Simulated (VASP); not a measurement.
## HfO2: relaxation of cell and atoms with r2SCAN

HfO2:

```
CELL_PARAMETERS angstrom
0.00000 2.55750 2.55750
2.55750 0.00000 2.55750
2.55750 2.55750 0.00000
ATOMIC_POSITIONS crystal
Hf 0.00000 0.00000 0.00000
O 0.25000 0.25000 0.25000
O 0.75000 0.75000 0.75000
```

```json
{
 "Program": "VASP 6.6.1",
 "Task": "relaxation of cell and atoms",
 "Functional": "r2SCAN",
 "Potentials or basis": "VASP PAW PBE potentials, release 64 (Hf_pv, O)",
 "Cutoff": "600 eV",
 "k mesh": "6 × 6 × 6",
 "Occupations": "gaussian, width 0.1 eV",
 "Spin": "no spin polarisation",
 "Dipole correction": "no",
 "Further INCAR settings": "ALGO = Normal; EDIFF = 1e-06; IBRION = 2; EDIFFG = -0.05; NSW = 100; ISIF = 3"
}
```

The relaxed volume is 10.63 Å³/atom, the relaxed cell is a = 3.559 Å, b = 3.559 Å, c = 3.559 Å, α = 60.00°, β = 60.00°, γ = 60.00° and the space group after relaxing (to 0.05 Å) is Fm-3m (No. 225). The energy gained by relaxing is 21.4 meV/atom, the ionic steps are 3 and the pressure after relaxing is -0.3 GPa. The band gap on the k mesh is 4.36 eV, direct.

The path:
```
step  energy change (eV)  largest force (eV/Å)  pressure (GPa)  volume (Å³)
   1              0.0000                0.0000          -12.35        33.46
   2              0.1128                0.0000           25.63        29.46
   3             -0.0642                0.0000           -0.33        31.88
```

Final structure:
```cif
data_structure
_symmetry_space_group_name_H-M 'P 1'
_symmetry_Int_Tables_number 1
_cell_length_a 3.5591
_cell_length_b 3.5591
_cell_length_c 3.5591
_cell_angle_alpha 60.000
_cell_angle_beta 60.000
_cell_angle_gamma 60.000
_cell_volume 31.88
loop_
_atom_site_label
_atom_site_type_symbol
_atom_site_fract_x
_atom_site_fract_y
_atom_site_fract_z
_atom_site_occupancy
Hf1 Hf 0.00000 0.00000 0.00000 1
O1 O 0.25000 0.25000 0.25000 1
O2 O 0.75000 0.75000 0.75000 1
```

Levels at points of the mesh, in eV from the valence-band top:
```tsv
k point	band 7	band 8	band 9	band 10	band 11	band 12	band 13	band 14	band 15
(0.00, 0.00, 0.00)	-5.58	-5.58	-0.65	-0.65	-0.65	4.46	4.46	6.65	11.28
(0.50, 0.00, 0.00)	-4.48	-3.10	-2.86	-1.92	-1.92	5.19	5.19	7.70	9.70
(0.50, 0.50, 0.00)	-3.63	-3.63	-1.59	-1.59	0.00	4.36	6.13	7.38	8.87
```

Run time: 74 s on 1 thread of Intel(R) Xeon(R) 6975P-C (Granite Rapids) (shared host), peak memory 0.18 GiB.

Caveat: the PAW data sets were made with another functional, which shifts forces and pressure a little; spin-orbit coupling is left out, which moves the levels of the heavy elements. A k mesh can miss the band edges.
